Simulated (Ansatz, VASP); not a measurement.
**GaP in VASP and in Ansatz**

```
Ga P
1.0
     0.00000    2.71953    2.71953
     2.71953    0.00000    2.71953
     2.71953    2.71953    0.00000
Ga P
1 1
Direct
  0.00000 0.00000 0.00000
  0.75000 0.75000 0.75000
```

Alike in both runs: functional PBEsol; k mesh 6 × 6 × 6; no spin polarisation.

Ansatz relaxed the structure, and its values are those at the end. VASP's run is a single point on that final structure, the one shown.

|  | VASP | Ansatz |
| --- | --- | --- |
| version | VASP 6.6.1 | Ansatz 0.2.0 |
| potentials or method | VASP PAW PBE potentials, release 64 (Ga_d, P) | plane waves, PAW |
| plane-wave cutoff (eV) | 500 | 420 |
| occupations | gaussian, width 0.01 eV | fixed |
| valence electrons in the cell | 18 | 18 |

```tsv
	VASP	Ansatz	Ansatz less VASP
pressure (GPa)	-0.1	0.0	+0.10
```

VASP's potentials were made for PBE, not for PBEsol.
